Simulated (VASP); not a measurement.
**Sr: single point with r2SCAN**

Crystal: Sr.

```
CELL_PARAMETERS angstrom
0.00000 3.05228 3.05228
3.05228 0.00000 3.05228
3.05228 3.05228 0.00000
ATOMIC_POSITIONS crystal
Sr 0.00000 0.00000 0.00000
```

```json
{"Program": "VASP 6.6.1", "Task": "single point", "Functional": "r2SCAN", "Potentials or basis": "VASP PAW PBE potentials, release 64 (Sr_sv)", "Cutoff": "520 eV", "k mesh": "6 × 6 × 6", "Occupations": "fermi-dirac, width 0.1 eV", "Spin": "no spin polarisation", "Dipole correction": "no", "Further INCAR settings": "ALGO = Normal; EDIFF = 1e-07; NBANDS = 11"}
```

```json
{
 "Pressure": "0.0 GPa",
 "Band gap on the k mesh": "zero (band 5 reaches 1.49 eV, above the bottom of band 6 at 1.42 eV)"
}
```

Levels at points of the mesh, in eV from the Fermi level:
| k point | band 2 | band 3 | band 4 | band 5 | band 6 | band 7 | band 8 | band 9 |
| --- | --- | --- | --- | --- | --- | --- | --- | --- |
| (0.00, 0.00, 0.00) | -19.35 | -19.35 | -19.35 | -3.79 | 2.66 | 2.66 | 2.66 | 4.16 |
| (0.50, 0.00, 0.00) | -19.53 | -19.38 | -19.38 | -1.05 | -0.08 | 2.47 | 2.47 | 5.20 |
| (0.50, 0.50, 0.00) | -19.52 | -19.42 | -19.42 | -0.57 | 0.51 | 0.97 | 5.20 | 5.51 |

It took 54 s on 1 thread of AMD EPYC 9R45 (Zen 5), on a shared host, peak memory 0.14 GiB.

Caveat: the PAW data sets were made with another functional, which shifts forces and pressure a little.
